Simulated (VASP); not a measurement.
Set up this calculation in VASP 6.6.1, as the native input.

```yaml
Task: single point
Functional: PBE
Potentials_or_basis: VASP PAW PBE potentials, release 64 (Sc_sv, Si, O)
Cutoff: 520 eV
k_mesh: 4 × 4 × 4
Occupations: gaussian, width 0.1 eV
Spin: no spin polarisation
Dipole_correction: no
Further_INCAR_settings: ALGO = Normal; EDIFF = 1e-07; NBANDS = 26
```

The structure of ScSi4O lies in POSCAR:

```
ScSi4O
1.0
    0.0000000000      3.6236989400      3.6236989400
    3.6236989400      0.0000000000      3.6236989400
    3.6236989400      3.6236989400      0.0000000000
Sc Si O
1 4 1
Direct
    0.2500000000      0.2500000000      0.2500000000
    0.6248469700      0.1254591000      0.6248469700
    0.6248469700      0.6248469700      0.1254591000
    0.6248469700      0.6248469700      0.6248469700
    0.1254591000      0.6248469700      0.6248469700
    0.0000000000      0.0000000000      0.0000000000
```

The cell was built from a structure type or drawn by symmetry, and may not be a known phase.

The input as run:

INCAR

```
  PREC = Accurate
  ENCUT = 520
  EDIFF = 1E-7
  ISMEAR = 0
  SIGMA = 0.1
  LREAL = F
  LASPH = T
  NELM = 60
  ALGO = Normal
  ISIF = 2
  LWAVE = F
  LCHARG = F
  GGA = PE
  NBANDS = 26
```

KPOINTS

```
Automatic mesh
0
Gamma
  4 4 4
```

Potentials or basis: VASP PAW PBE potentials, release 64 (Sc_sv, Si, O).

Command:

```console
$ cat potpaw_PBE.64/Sc_sv/POTCAR potpaw_PBE.64/Si/POTCAR potpaw_PBE.64/O/POTCAR > POTCAR
$ mpirun -np 1 vasp_std > vasp.out
```

Results of the run:

The pressure is -9.1 GPa, the largest force is 0.557 eV/Å and the band gap on the k mesh is zero (an odd number of electrons rules out a gap without spin polarisation).

Caveat: the k points lie up to 0.38 Å⁻¹ apart, too coarse for converged energies and pressures of a metal; an odd number of electrons without spin polarisation forces a metal; a magnetic or distorted state may lie lower.

It took 71 s on 1 thread of Intel Xeon 8259CL (shared host), peak memory 0.24 GiB.
